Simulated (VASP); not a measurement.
A run of VASP 6.6.1:

File INCAR:

```
SYSTEM = Al3Cu2
PREC = Accurate
ENCUT = 520
EDIFF = 1E-6
ISMEAR = 0
SIGMA = 0.1
LREAL = .FALSE.
LASPH = .TRUE.
NELM = 100
ALGO = Normal
ISIF = 2
LWAVE = .FALSE.
LCHARG = .FALSE.
NBANDS = 24
```

The input KPOINTS:

```
Automatic mesh
0
G
  12 12 8
  0 0 0
```

Contents of POSCAR:

```
Al3Cu2
1.0
    4.1426523345      0.0000000000      0.0000000000
   -2.0713261672      3.5876421607      0.0000000000
    0.0000000000      0.0000000000      5.0402725445
Al Cu
3 2
Direct
    0.0000000000      0.0000000000      0.0000000000
    0.3333333333      0.6666666667      0.3511894952
    0.6666666667      0.3333333333      0.6488105048
    0.3333333333      0.6666666667      0.8401750527
    0.6666666667      0.3333333333      0.1598249473
```

Potentials or basis: VASP PAW LDA potentials, release 64 (Al, Cu).

Run with:

```sh
$ cat potpaw_LDA.64/Al/POTCAR potpaw_LDA.64/Cu/POTCAR > POTCAR
$ mpirun -np 1 vasp_std > vasp.out
```

Hardware: 1 thread of Intel(R) Xeon(R) 6975P-C (Granite Rapids), with other jobs on the host.

**Question.** Estimate the wall time of this run.

**Answer.** Run time: 76 s on 1 thread of Intel(R) Xeon(R) 6975P-C (Granite Rapids), on a shared host, peak memory 0.3 GiB. Counts: scf iterations 15, k points 131.
